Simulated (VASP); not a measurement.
# BN (kpbe) (F-43m) in VASP: relaxation of cell and atoms with PBE

Aim: the relaxation of cell and atoms of BN (kpbe) with PBE.

Everything below comes from runs of VASP 6.6.1. Logs are shortened: lines on timing, memory, paths and dates and some standing lists are left out, and cuts for length are marked.

## (1) The cell of the first run

The structure is cubic, space group F-43m (No. 216). Conventional cell: a = 3.626 Å, b = 3.626 Å, c = 3.626 Å, α = 90.00°, β = 90.00°, γ = 90.00°. B (site symmetry -43m) has 4 N at 1.57 Å within 2.1 Å. Within 2.1 Å of N (site symmetry -43m) lie 4 B at 1.57 Å.

## (2) Relaxation of cell and atoms, PBE

Contents of INCAR:

```
SYSTEM = BN
ALGO = Normal
EDIFF = 1E-6
EDIFFG = -0.002
ENCUT = 600
GGA = PE
IBRION = 2
ISIF = 3
ISMEAR = 0
LASPH = .TRUE.
LCHARG = .FALSE.
LREAL = .FALSE.
LWAVE = .FALSE.
NELM = 100
NSW = 100
PREC = Accurate
SIGMA = 0.02
```

Contents of KPOINTS:

```
k-points
0
G
  12 12 12
  0 0 0
```

Contents of POSCAR:

```
BN
1.0
    0.0000000000      1.8130010000      1.8130010000
    1.8130010000      0.0000000000      1.8130010000
    1.8130010000      1.8130010000      0.0000000000
B N
1 1
Direct
    0.0000000000      0.0000000000      0.0000000000
    0.2500000000      0.2500000000      0.2500000000
```

Potentials or basis: VASP PAW PBE potentials, release 64 (B, N).

Started as:

```
$ cat potpaw_PBE.64/B/POTCAR potpaw_PBE.64/N/POTCAR > POTCAR
$ mpirun -np 1 vasp_std > vasp.out
```

OUTCAR:

```text
SYSTEM = BN
   EDIFF = 1E-6
   EDIFFG = -0.002
   ENCUT = 600
   GGA = PE
   IBRION = 2
   ISIF = 3
   ISMEAR = 0
   LASPH = .TRUE.
   LREAL = .FALSE.
   NELM = 100
   NSW = 100
   PREC = Accurate

 ion  position               nearest neighbor table
   1  0.000  0.000  0.000-   2 1.57   2 1.57   2 1.57   2 1.57
   2  0.250  0.250  0.250-   1 1.57   1 1.57   1 1.57   1 1.57

  LATTYP: Found a face centered cubic cell.
 ALAT       =     3.6260020000

  Lattice vectors:

 A1 = (   0.0000000000,   1.8130010000,   1.8130010000)
 A2 = (   1.8130010000,   0.0000000000,   1.8130010000)
 A3 = (   1.8130010000,   1.8130010000,   0.0000000000)

Analysis of symmetry for initial positions (statically):
=====================================================================
 Subroutine PRICEL returns:
 Original cell was already a primitive cell.

 Routine SETGRP: Setting up the symmetry group for a
 face centered cubic supercell.

 Subroutine GETGRP returns: Found 24 space group operations
 (whereof 24 operations were pure point group operations)
 out of a pool of 48 trial point group operations.

The static configuration has the point symmetry T_d .

Analysis of symmetry for dynamics (positions and initial velocities):
=====================================================================
 Subroutine PRICEL returns:
 Original cell was already a primitive cell.

 Routine SETGRP: Setting up the symmetry group for a
 face centered cubic supercell.

 Subroutine GETGRP returns: Found 24 space group operations
 (whereof 24 operations were pure point group operations)
 out of a pool of 48 trial point group operations.

The dynamic configuration has the point symmetry T_d .

 Subroutine INISYM returns: Found 24 space group operations
 (whereof 24 operations are pure point group operations),
 and found     1 'primitive' translations

----------------------------------------------------------------------------------------

                                     Primitive cell

  volume of cell :      11.9186

  direct lattice vectors                    reciprocal lattice vectors
     0.000000000  1.813001000  1.813001000    -0.275785838  0.275785838  0.275785838
     1.813001000  0.000000000  1.813001000     0.275785838 -0.275785838  0.275785838
     1.813001000  1.813001000  0.000000000     0.275785838  0.275785838 -0.275785838

  length of vectors
     2.563970603  2.563970603  2.563970603     0.477675083  0.477675083  0.477675083

  position of ions in fractional coordinates (direct lattice)
     0.000000000  0.000000000  0.000000000
     0.250000000  0.250000000  0.250000000

  ion indices of the primitive-cell ions
   primitive index   ion index
                 1           1
                 2           2

----------------------------------------------------------------------------------------

 KPOINTS: k-points

Automatic generation of k-mesh.
 Grid dimensions read from file:
 generate k-points for:   12   12   12

 Generating k-lattice:

  Cartesian coordinates                     Fractional coordinates (reciprocal lattice)
    -0.022982153  0.022982153  0.022982153     0.083333333  0.000000000  0.000000000
     0.022982153 -0.022982153  0.022982153     0.000000000  0.083333333  0.000000000
     0.022982153  0.022982153 -0.022982153     0.000000000  0.000000000  0.083333333

  Length of vectors
     0.039806257  0.039806257  0.039806257

  Shift w.r.t. Gamma in fractional coordinates (k-lattice)
     0.000000000  0.000000000  0.000000000

 Subroutine IBZKPT returns following result:
 ===========================================

 Found     72 irreducible k-points:

 Following reciprocal coordinates:
            Coordinates               Weight
  0.000000  0.000000  0.000000      1.000000
  0.083333  0.000000  0.000000      8.000000
  0.166667  0.000000  0.000000      8.000000
  0.250000  0.000000  0.000000      8.000000
  0.333333  0.000000  0.000000      8.000000
  0.416667  0.000000  0.000000      8.000000
[... 16 lines left out ...]
  0.500000  0.166667  0.000000     24.000000
 -0.416667  0.166667  0.000000     24.000000
 [... further k-points ...]
   k-points           NKPTS =     72   k-points in BZ     NKDIM =     72   number of bands    NBANDS=      8
   number of dos      NEDOS =    301   number of ions     NIONS =      2
   total plane-waves  NPLWV =   8000
   dimension x,y,z NGX =    20 NGY =   20 NGZ =   20
   dimension x,y,z NGXF=    40 NGYF=   40 NGZF=   40
   ions per type =               1   1
   NGX,Y,Z   is equivalent  to a cutoff of  12.97, 12.97, 12.97 a.u.
   NGXF,Y,Z  is equivalent  to a cutoff of  25.94, 25.94, 25.94 a.u.
 SYSTEM =  BN
   PREC   = accura    normal or accurate (medium, high low for compatibility)
   ISTART =      0    job   : 0-new  1-cont  2-samecut
   ICHARG =      2    charge: 1-file 2-atom 10-const
   ISPIN  =      1    spin polarized calculation?
   LNONCOLLINEAR =      F non collinear calculations
   LSORBIT =      F    spin-orbit coupling
   LASPH  =      T    aspherical Exc in radial PAW
   ENCUT  =  600.0 eV  44.10 Ry    6.64 a.u.   5.12  5.12  5.12*2*pi/ulx,y,z
   NELM   =    100;   NELMIN=  2; NELMDL= -5     # of ELM steps
   EDIFF  = 0.1E-05   stopping-criterion for ELM
   LREAL  =      F    real-space projection
   EDIFFG = -.2E-02   stopping-criterion for IOM
   NSW    =    100    number of steps for IOM
   IBRION =      2    ionic relax: 0-MD 1-quasi-New 2-CG
   NFREE  =      1    steps in history (QN), initial steepest desc. (CG)
   ISIF   =      3    stress and relaxation
   ISYM   =      2    0-nonsym 1-usesym 2-fastsym
   POTIM  = 0.5000    time-step for ionic-motion
   TEBEG  =    0.0;   TEEND  =   0.0 temperature during run
   PSTRESS=    0.0 pullay stress
   NELECT =       8.0000    total number of electrons
   NUPDOWN=      -1.0000    fix difference up-down
   EMIN   =  10.00;   EMAX   =-10.00  energy-range for DOS
   EFERMI =   0.00;   METHOD = LEGACY
   ISMEAR =     0;   SIGMA  =   0.02  broadening in eV -4-tet -1-fermi 0-gaus
   EFERMI_NEDOS =   21; number of points for ismear=-14 and -15
   IALGO  =     38    algorithm
   IMIX   =      4    mixing-type and parameters
     AMIX     =   0.40;   BMIX     =  1.00
     AMIX_MAG =   1.60;   BMIX_MAG =  1.00
  volume/ion in A,a.u.               =       5.96        40.22
  Fermi-wavevector in a.u.,A,eV,Ry     =   1.433387  2.708709 27.954506  2.054598
  Thomas-Fermi vector in A             =   2.552911
   LORBIT       =      0    0 simple, 1 ext, 2 COOP (PROOUT), +10 PAW based schemes
   GGA     = PE    functional components
   LHFCALC =     F    Hartree Fock is set to
   AEXX    =    0.0000 exact exchange contribution
   IVDW    =     0    specifies the selected vdW correction
   LEPSILON=     F    determine dielectric tensor
   LRPA    =     F    only Hartree local field effects (RPA)
 conjugate gradient relaxation of ions
 non-spin polarized calculation
 Gauss-broadening in eV      SIGMA  =   0.02
  energy-cutoff  :      600.00
  volume of cell :       11.92
 maximum number of plane-waves:       415
   NGX = 11   NGY = 11   NGZ = 11

--------------------------------------- Ionic step        1  -------------------------------------------

 number of electron       7.9999999 magnetization

 Free energy of the ion-electron system (eV)
  ---------------------------------------------------
  ext. energy  EPLUGINS =         0.00000000
  ---------------------------------------------------
  free energy    TOTEN  =       -17.45463440 eV

  energy without entropy =      -17.45463440  energy(sigma->0) =      -17.45463440

------------------------ aborting loop because EDIFF is reached ----------------------------------------

  FORCE on cell =-STRESS in cart. coord.  units (eV):
  Direction    XX          YY          ZZ          XY          YZ          ZX
  --------------------------------------------------------------------------------------
  -------------------------------------------------------------------------------------
  Total       -0.0324866     -0.0324866     -0.0324866      0.0000000      0.0000000      0.0000000
  in kB       -4.3670740     -4.3670740     -4.3670740      0.0000000      0.0000000      0.0000000
  external PRESSURE =      -4.3670740 kB  Pullay stress =       0.0000000 kB
[... 57 lines left out ...]
  energy  without entropy=      -17.4546369229  energy(sigma->0) =      -17.45463692

--------------------------------------- Ionic step        3  -------------------------------------------

 number of electron       7.9999999 magnetization

 Free energy of the ion-electron system (eV)
  ---------------------------------------------------
  ext. energy  EPLUGINS =         0.00000000
  ---------------------------------------------------
  free energy    TOTEN  =       -17.45465494 eV

  energy without entropy =      -17.45465494  energy(sigma->0) =      -17.45465494

 E-fermi :   7.4024     XC(G=0): -12.7830

 val. band max:        7.3051089302   @ k =   0.0000   0.0000   0.0000
 cond. band min:      11.7562077630   @ k =   0.5000   0.5000   0.0000
 fundamental gap:      4.4510988329
 Fermi energy:         7.4023834342

 k-point     1 :       0.0000    0.0000    0.0000
  band No.  band energies     occupation
      1     -12.8357      2.00000
      2       7.3051      2.00000
      3       7.3051      2.00000
      4       7.3051      2.00000
      5      16.0871      0.00000
      6      16.0871      0.00000
      7      16.0871      0.00000
      8      17.5264      0.00000
[... 243 lines left out ...]
 k-point    24 :      -0.4167    0.1667    0.0000
  band No.  band energies     occupation
      1      -8.2961      2.00000
      2      -2.6245      2.00000
      3       3.2087      2.00000
      4       4.7586      2.00000
      5      16.5781      0.00000
      6      19.4130      0.00000
      7      19.4885      0.00000
      8      22.8920      0.00000

 [... further k-points ...]
[... 5 lines left out ...]
  --------------------------------------------------------------------------------------
  -------------------------------------------------------------------------------------
  Total        0.0000001      0.0000001      0.0000001     -0.0000000      0.0000000     -0.0000000
  in kB        0.0000154      0.0000154      0.0000154     -0.0000000      0.0000000     -0.0000000
  external PRESSURE =       0.0000154 kB  Pullay stress =       0.0000000 kB
[... 17 lines left out ...]
  FREE ENERGIE OF THE ION-ELECTRON SYSTEM (eV)
  ---------------------------------------------------
  free  energy   TOTEN  =       -17.4546549400 eV

  energy  without entropy=      -17.4546549400  energy(sigma->0) =      -17.45465494

 reached required accuracy - stopping structural energy minimisation
```

Run time: 8.1 s. Hardware: 1 thread of Intel Xeon Platinum 8375C at 2.90GHz (Ice Lake), shared host; peak memory 0.12 GiB.

Results:

```
Free energy                            : -17.4547 eV
Relaxed volume                         : 5.95 Å³/atom
Relaxed cell                           : a = 2.563 Å, b = 2.563 Å, c = 2.563 Å, α = 60.00°, β = 60.00°, γ = 60.00°
Space group after relaxing (to 0.05 Å) : F-43m (No. 216)
Energy gained by relaxing              : 0.0 meV/atom
Ionic steps                            : 3
Pressure after relaxing                : 0.0 GPa
Band gap on the k mesh                 : 4.45 eV, indirect (least direct gap 8.78 eV)
```

Final structure:
```cif
data_structure
_symmetry_space_group_name_H-M 'P 1'
_symmetry_Int_Tables_number 1
_cell_length_a 2.5630
_cell_length_b 2.5630
_cell_length_c 2.5630
_cell_angle_alpha 60.000
_cell_angle_beta 60.000
_cell_angle_gamma 60.000
_cell_volume 11.90
loop_
_atom_site_label
_atom_site_type_symbol
_atom_site_fract_x
_atom_site_fract_y
_atom_site_fract_z
_atom_site_occupancy
B1 B 0.00000 0.00000 0.00000 1
N1 N 0.25000 0.25000 0.25000 1
```

Levels at points of the mesh, in eV from the valence-band top:
| k point | band 1 | band 2 | band 3 | band 4 | band 5 | band 6 | band 7 | band 8 |
| --- | --- | --- | --- | --- | --- | --- | --- | --- |
| (0.00, 0.00, 0.00) | -20.14 | 0.00 | 0.00 | 0.00 | 8.78 | 8.78 | 8.78 | 10.22 |
| (0.50, 0.00, 0.00) | -15.96 | -10.62 | -1.93 | -1.93 | 10.04 | 10.66 | 10.66 | 15.18 |
| (0.50, 0.50, 0.00) | -14.61 | -8.86 | -4.86 | -4.86 | 4.45 | 9.19 | 17.80 | 17.80 |
